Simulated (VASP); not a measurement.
Set up this calculation in VASP 6.6.1, as the native input.

| Property | Result |
| --- | --- |
| Task | single point |
| Functional | r2SCAN |
| Potentials or basis | VASP PAW PBE potentials, release 64 (B, N) |
| Cutoff | 520 eV |
| k mesh | 6 × 6 × 6 |
| Occupations | gaussian, width 0.05 eV |
| Spin | no spin polarisation |
| Dipole correction | no |
| Further INCAR settings | ALGO = Normal; EDIFF = 1e-07; NBANDS = 26 |

The system is BN.

```
B N
1.0
     3.60963    0.00000    0.00000
     0.00000   -3.60963    0.00000
     0.00000    0.00000   -3.60963
B N
4 4
Cartesian
  0.0000 0.0000 0.0000
  1.8048 -1.8048 0.0000
  1.8048 0.0000 -1.8048
  0.0000 -1.8048 -1.8048
  2.7072 -2.6947 -2.7072
  0.9024 -0.9024 -2.7072
  0.9024 -2.7072 -0.9024
  2.7072 -0.9024 -0.9024
```

This cell differs from its parent crystal: atom 5 (N) moved +0.013 Å along Cartesian [0 1 0].

One way to write it, as run:

POSCAR

```
BN
1.0
    3.6096275117      0.0000000000      0.0000000000
    0.0000000000     -3.6096275117      0.0000000000
    0.0000000000      0.0000000000     -3.6096275117
B N
4 4
Direct
    0.0000000000      0.0000000000      0.0000000000
    0.5000000000      0.5000000000      0.0000000000
    0.5000000000      0.0000000000      0.5000000000
    0.0000000000      0.5000000000      0.5000000000
    0.7500000000      0.7465370388      0.7500000000
    0.2500000000      0.2500000000      0.7500000000
    0.2500000000      0.7500000000      0.2500000000
    0.7500000000      0.2500000000      0.2500000000
```

INCAR.step1

```
SYSTEM = BN
ALGO = Normal
EDIFF = 1E-4
ENCUT = 520
GGA = PE
ISMEAR = 0
LASPH = .True.
LCHARG = .False.
LREAL = .False.
LWAVE = .True.
NBANDS = 26
NELM = 80
PREC = Accurate
SIGMA = 0.05
```

INCAR.step2

```
SYSTEM = BN
ALGO = Normal
EDIFF = 1E-7
ENCUT = 520
ISIF = 2
ISMEAR = 0
ISTART = 1
LASPH = .True.
LCHARG = .False.
LMIXTAU = .True.
LREAL = .False.
LWAVE = .False.
METAGGA = R2SCAN
NBANDS = 26
NELM = 80
PREC = Accurate
SIGMA = 0.05
```

KPOINTS

```
k-points
0
Gamma
  6 6 6
  0 0 0
```

Potentials or basis: VASP PAW PBE potentials, release 64 (B, N).

Launch:

```console
$ cat potpaw_PBE.64/B/POTCAR potpaw_PBE.64/N/POTCAR > POTCAR
$ cp INCAR.step1 INCAR
$ mpirun -np 1 vasp_std > vasp.out
$ cp INCAR.step2 INCAR
$ mpirun -np 1 vasp_std > vasp.out
```

It gave:

```yaml
Pressure: 1.2 GPa
Largest_force: 0.461 eV/Å
Band_gap_on_the_k_mesh: 4.95 eV
```

Caveat: the cell differs from its parent crystal (atom 5 (N) moved +0.013 Å along Cartesian [0 1 0]); the PAW data sets were made with another functional, which shifts forces and pressure a little.

It took 110 s on 1 thread of AMD EPYC 9R45 96-Core Processor (Zen 5) (shared host), peak memory 0.16 GiB.
